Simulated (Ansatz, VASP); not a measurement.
# ZrO2 in VASP and in Ansatz

```xyz
3
Lattice="0.0000 2.5579 2.5579 2.5579 0.0000 2.5579 2.5579 2.5579 0.0000" Properties=species:S:1:pos:R:3 pbc="T T T"
Zr    0.0000    0.0000    0.0000
O     1.2790    1.2790    1.2790
O     3.8369    3.8369    3.8369
```

Alike in both runs: functional PBE; k mesh 8 × 8 × 8; occupations gaussian, width 0.02 eV; no spin polarisation.

Ansatz relaxed the structure, and its values are those at the end. VASP's run is a single point on that final structure, the one shown.

|  | VASP | Ansatz |
| --- | --- | --- |
| version | VASP 6.6.1 | Ansatz 0.2.0 |
| potentials or method | VASP PAW PBE potentials, release 64 (Zr_sv, O), cutoff 600 eV | scalar-relativistic, plane waves, PAW |
| valence electrons in the cell | 24 | 24 |

|  | VASP | Ansatz | Ansatz less VASP |
| --- | --- | --- | --- |
| gap on the k mesh at the Fermi level (eV) | 3.31 | 3.32 | +0.008 |
| least direct gap on the mesh (eV) | 3.74 | 3.75 | +0.005 |
| pressure (GPa) | 0.1 | 0.0 | -0.06 |
